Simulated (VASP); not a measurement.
# WSe2 in VASP: a series of runs

The runs below take WSe2 through single point, with r2SCAN.

Everything below comes from runs of VASP 6.6.1. Logs are shortened: lines on timing, memory, paths and dates and some standing lists are left out, and cuts for length are marked.

## 1. The cell of the first run

The cell holds a slab with vacuum, 3 atoms: a = 3.574 Å, b = 3.574 Å, c = 14.356 Å, α = 90.00°, β = 90.00°, γ = 120.00°.

## 2. Single point, r2SCAN

Input file POSCAR:

```
WSe2
1.0
    3.5741399250      0.0000000000      0.0000000000
   -1.7870699625      3.0952959717      0.0000000000
    0.0000000000      0.0000000000     14.3555519605
W Se
1 2
Direct
    0.0000000000      0.0000000000      0.0000000000
    0.3333333333      0.6666666667      0.0997865200
    0.3333333333      0.6666666667      0.9002134800
```

Input file INCAR.step1:

```
SYSTEM = WSe2
PREC = Accurate
ENCUT = 520
ISMEAR = 0
SIGMA = 0.05
LREAL = .False.
LASPH = .True.
NELM = 100
NBANDS = 20
GGA = PE
ALGO = Normal
EDIFF = 1E-4
LWAVE = .True.
LCHARG = .False.
```

Input file INCAR.step2:

```
SYSTEM = WSe2
PREC = Accurate
ENCUT = 520
EDIFF = 1E-7
ISMEAR = 0
SIGMA = 0.05
LREAL = .False.
LASPH = .True.
NELM = 100
ALGO = Normal
ISIF = 2
LWAVE = .False.
LCHARG = .False.
METAGGA = R2SCAN
LMIXTAU = .True.
NBANDS = 20
ISTART = 1
```

Input file KPOINTS:

```
regular mesh
0
Gamma
  12 12 2
  0 0 0
```

Potentials or basis: VASP PAW PBE potentials, release 64 (W_sv, Se).

The run is started by

```sh
> cat potpaw_PBE.64/W_sv/POTCAR potpaw_PBE.64/Se/POTCAR > POTCAR
> cp INCAR.step1 INCAR
> mpirun -np 1 vasp_std > vasp.out
> cp INCAR.step2 INCAR
> mpirun -np 1 vasp_std > vasp.out
```

OUTCAR:

```text
SYSTEM = WSe2
   PREC = Accurate
   ENCUT = 520
   EDIFF = 1E-7
   ISMEAR = 0
   LREAL = .False.
   LASPH = .True.
   NELM = 100
   ISIF = 2
   METAGGA = R2SCAN
   ISTART = 1

 ion  position               nearest neighbor table
   1  0.000  0.000  0.000-   2 2.51   3 2.51   2 2.51   3 2.51   2 2.51   3 2.51
   2  0.333  0.667  0.100-   1 2.51   1 2.51   1 2.51
   3  0.333  0.667  0.900-   1 2.51   1 2.51   1 2.51

  LATTYP: Found a hexagonal cell.
 ALAT       =     3.5741399250
 C/A-ratio  =     4.0165053025

  Lattice vectors:

 A1 = (   3.5741399250,   0.0000000000,   0.0000000000)
 A2 = (  -1.7870699625,   3.0952959717,   0.0000000000)
 A3 = (   0.0000000000,   0.0000000000,  14.3555519605)

Analysis of symmetry for initial positions (statically):
=====================================================================
 Subroutine PRICEL returns:
 Original cell was already a primitive cell.

 Routine SETGRP: Setting up the symmetry group for a
 hexagonal supercell.

 Subroutine GETGRP returns: Found 12 space group operations
 (whereof 12 operations were pure point group operations)
 out of a pool of 24 trial point group operations.

The static configuration has the point symmetry D_3h.

Analysis of symmetry for dynamics (positions and initial velocities):
=====================================================================
 Subroutine PRICEL returns:
 Original cell was already a primitive cell.

 Routine SETGRP: Setting up the symmetry group for a
 hexagonal supercell.

 Subroutine GETGRP returns: Found 12 space group operations
 (whereof 12 operations were pure point group operations)
 out of a pool of 24 trial point group operations.

The dynamic configuration has the point symmetry D_3h.

 Subroutine INISYM returns: Found 12 space group operations
 (whereof 12 operations are pure point group operations),
 and found     1 'primitive' translations

----------------------------------------------------------------------------------------

                                     Primitive cell

  volume of cell :     158.8158

  direct lattice vectors                    reciprocal lattice vectors
     3.574139925  0.000000000  0.000000000     0.279787591  0.161535441  0.000000000
    -1.787069962  3.095295972  0.000000000     0.000000000  0.323070882  0.000000000
     0.000000000  0.000000000 14.355551960     0.000000000  0.000000000  0.069659460

  length of vectors
[... 77 lines left out ...]
   ICHARG =      0    charge: 1-file 2-atom 10-const
   ISPIN  =      1    spin polarized calculation?
   LNONCOLLINEAR =      F non collinear calculations
   LSORBIT =      F    spin-orbit coupling
   LASPH  =      T    aspherical Exc in radial PAW
   ENCUT  =  520.0 eV  38.22 Ry    6.18 a.u.   6.65  6.65 26.69*2*pi/ulx,y,z
   NELM   =    100;   NELMIN=  2; NELMDL=  0     # of ELM steps
   EDIFF  = 0.1E-06   stopping-criterion for ELM
   LREAL  =      F    real-space projection
   EDIFFG = 0.1E-05   stopping-criterion for IOM
   NSW    =      0    number of steps for IOM
   IBRION =     -1    ionic relax: 0-MD 1-quasi-New 2-CG
   NFREE  =      0    steps in history (QN), initial steepest desc. (CG)
   ISIF   =      2    stress and relaxation
   ISYM   =      2    0-nonsym 1-usesym 2-fastsym
   POTIM  = 0.5000    time-step for ionic-motion
   TEBEG  =    0.0;   TEEND  =   0.0 temperature during run
   PSTRESS=    0.0 pullay stress
   NELECT =      26.0000    total number of electrons
   NUPDOWN=      -1.0000    fix difference up-down
   EMIN   =  10.00;   EMAX   =-10.00  energy-range for DOS
   EFERMI =   0.00;   METHOD = LEGACY
   ISMEAR =     0;   SIGMA  =   0.05  broadening in eV -4-tet -1-fermi 0-gaus
   EFERMI_NEDOS =   21; number of points for ismear=-14 and -15
   IALGO  =     38    algorithm
   IMIX   =      4    mixing-type and parameters
     AMIX     =   0.40;   BMIX     =  1.00
     AMIX_MAG =   1.60;   BMIX_MAG =  1.00
  volume/ion in A,a.u.               =      52.94       357.25
  Fermi-wavevector in a.u.,A,eV,Ry     =   0.895574  1.692389 10.912587  0.802053
  Thomas-Fermi vector in A             =   2.017923
   LORBIT       =      0    0 simple, 1 ext, 2 COOP (PROOUT), +10 PAW based schemes
   METAGGA = R2SCAN    functional components
   LHFCALC =     F    Hartree Fock is set to
   AEXX    =    0.0000 exact exchange contribution
   IVDW    =     0    specifies the selected vdW correction
   LEPSILON=     F    determine dielectric tensor
   LRPA    =     F    only Hartree local field effects (RPA)
 non-spin polarized calculation
 Gauss-broadening in eV      SIGMA  =   0.05
  energy-cutoff  :      520.00
  volume of cell :      158.82
 maximum number of plane-waves:      4325
 NGX is ok and might be reduce to    28

 number of electron      26.0000000 magnetization

 Free energy of the ion-electron system (eV)
  ---------------------------------------------------
  ext. energy  EPLUGINS =         0.00000000
  ---------------------------------------------------
  free energy    TOTEN  =       -80.83377588 eV

  energy without entropy =      -80.83148080  energy(sigma->0) =      -80.83262834

 E-fermi :  -0.6715     XC(G=0):  -5.0044

 val. band max:       -0.6803417020   @ k =   0.0833   0.0000   0.5000
 cond. band min:      -0.6293506399   @ k =   0.3333   0.2500   0.5000
 fundamental gap:      0.0509910621
 Fermi energy:        -0.6714572037

 k-point     1 :       0.0000    0.0000    0.0000
  band No.  band energies     occupation
      1     -77.4537      2.00000
      2     -41.0688      2.00000
      3     -41.0688      2.00000
      4     -40.9161      2.00000
      5     -16.8032      2.00000
      6     -14.5912      2.00000
[... 541 lines left out ...]
     19       6.0006      0.00000
     20       6.1029      0.00000

 [... further k-points ...]
[... 5 lines left out ...]
  --------------------------------------------------------------------------------------
  -------------------------------------------------------------------------------------
  Total       -2.9295104     -2.9295104      8.6974587      0.0000000      0.0000000      0.0000000
  in kB      -29.5537098    -29.5537098     87.7423631      0.0000000      0.0000000      0.0000000
  external PRESSURE =       9.5449811 kB  Pullay stress =       0.0000000 kB

 VOLUME and BASIS-vectors are now :
 -----------------------------------------------------------------------------
  energy-cutoff  :      520.00
  volume of cell :      158.82
      direct lattice vectors                 reciprocal lattice vectors
     3.574139925  0.000000000  0.000000000     0.279787591  0.161535441  0.000000000
    -1.787069962  3.095295972  0.000000000     0.000000000  0.323070882  0.000000000
     0.000000000  0.000000000 14.355551960     0.000000000  0.000000000  0.069659460

 POSITION                                       TOTAL-FORCE (eV/Angst)
 -----------------------------------------------------------------------------------
      0.00000      0.00000      0.00000        -0.000000      0.000000      0.000000
     -0.00000      2.06353      1.43249         0.000000     -0.000000      3.040941
     -0.00000      2.06353     12.92306         0.000000     -0.000000     -3.040941
 -----------------------------------------------------------------------------------
    total drift:                                0.000001     -0.000001     -0.000000

  FREE ENERGIE OF THE ION-ELECTRON SYSTEM (eV)
  ---------------------------------------------------
  free  energy   TOTEN  =       -80.8337758805 eV

  energy  without entropy=      -80.8314807994  energy(sigma->0) =      -80.83262834
```

OUTCAR.step1:

```text
SYSTEM = WSe2
   PREC = Accurate
   ENCUT = 520
   ISMEAR = 0
   LREAL = .False.
   LASPH = .True.
   NELM = 100
[... 777 lines left out ...]
      0.00000      0.00000      0.00000         0.000000      0.000000      0.000000
     -0.00000      2.06353      1.43249         0.000000      0.000000      3.158623
     -0.00000      2.06353     12.92306        -0.000000     -0.000000     -3.158623
 -----------------------------------------------------------------------------------
    total drift:                                0.000000     -0.000000     -0.000000

  FREE ENERGIE OF THE ION-ELECTRON SYSTEM (eV)
  ---------------------------------------------------
  free  energy   TOTEN  =       -20.7032056941 eV

  energy  without entropy=      -20.7003275643  energy(sigma->0) =      -20.70176663
```

Wall time 7.3 min (1 thread of Intel Xeon Platinum 8488C (Sapphire Rapids), shared host); peak memory 0.38 GiB.

What came out:

```
Free energy            : -80.8338 eV
Largest force          : 3.041 eV/Å
Band gap on the k mesh : zero (band 13 reaches -0.52 eV, above the bottom of band 14 at -0.95 eV)
```

Forces in eV/Å, atoms in the order of the input:
```
W    0.000  0.000  0.000
Se   0.000  0.000  3.041
Se   0.000  0.000 -3.041
```

Caveat: the PAW data sets were made with another functional, which shifts forces and pressure a little; spin-orbit coupling is left out, which moves the levels of the heavy elements.

## 3. Single point, r2SCAN

This run uses another cell than the first one, of the same volume but with other edges.

Input file POSCAR:

```
WSe2
1.0
    3.0400945843      0.0000000000      0.0000000000
   -1.5200472922      2.6327991399      0.0000000000
    0.0000000000      0.0000000000     19.8421535289
W Se
1 2
Direct
    0.0000000000      0.0000000000      0.0000000000
    0.3333333333      0.6666666667      0.0997865200
    0.3333333333      0.6666666667      0.9002134800
```

Input file INCAR.step1:

```
SYSTEM = WSe2
PREC = Accurate ; ENCUT = 520
ISMEAR = 0 ; SIGMA = 0.05
LREAL = .FALSE. ; LASPH = .TRUE.
NELM = 60 ; NBANDS = 20
GGA = PE ; ALGO = Normal
EDIFF = 1E-4 ; LWAVE = .TRUE.
LCHARG = .FALSE.
```

Input file INCAR.step2:

```
SYSTEM = WSe2
PREC = Accurate ; ENCUT = 520
EDIFF = 1E-6 ; ISMEAR = 0
SIGMA = 0.05 ; LREAL = .FALSE.
LASPH = .TRUE. ; NELM = 60
ALGO = Normal ; ISIF = 2
LWAVE = .FALSE. ; LCHARG = .FALSE.
METAGGA = R2SCAN ; LMIXTAU = .TRUE.
NBANDS = 20 ; ISTART = 1
```

Input file KPOINTS:

```
regular mesh
0
G
  12 12 2
  0 0 0
```

Potentials or basis: VASP PAW PBE potentials, release 64 (W_sv, Se).

The run is started by

```sh
> cat potpaw_PBE.64/W_sv/POTCAR potpaw_PBE.64/Se/POTCAR > POTCAR
> cp INCAR.step1 INCAR
> mpirun -np 1 vasp_std > vasp.out
> cp INCAR.step2 INCAR
> mpirun -np 1 vasp_std > vasp.out
```

Run time: 6.6 min. Hardware: 1 thread of Intel Xeon Platinum 8488C (Sapphire Rapids), shared host; peak memory 0.38 GiB.

It converged, with:

| Quantity | Value |
| --- | --- |
| Free energy | -80.2894 eV |
| Largest force | 2.933 eV/Å |
| Band gap on the k mesh | 0.09 eV, indirect (least direct gap 0.88 eV) |

Forces in eV/Å, atoms in the order of the input:
```
W    0.000  0.000  0.000
Se   0.000  0.000 -2.933
Se   0.000  0.000  2.933
```

Levels at points of the mesh, in eV from the valence-band top:
| k point | band 10 | band 11 | band 12 | band 13 | band 14 | band 15 | band 16 | band 17 |
| --- | --- | --- | --- | --- | --- | --- | --- | --- |
| (0.00, 0.00, 0.00) | -1.56 | -1.56 | 0.00 | 0.00 | 3.06 | 3.06 | 3.35 | 3.35 |
| (0.50, 0.00, 0.00) | -3.85 | -2.29 | -2.01 | -0.29 | 1.78 | 2.72 | 3.45 | 3.50 |
| (0.00, 0.00, 0.50) | -1.56 | -1.56 | 0.00 | 0.00 | 3.06 | 3.06 | 3.35 | 3.35 |
| (0.50, 0.00, 0.50) | -3.85 | -2.29 | -2.01 | -0.29 | 1.78 | 2.72 | 3.45 | 3.50 |

Caveat: the PAW data sets were made with another functional, which shifts forces and pressure a little; spin-orbit coupling is left out, which moves the levels of the heavy elements.
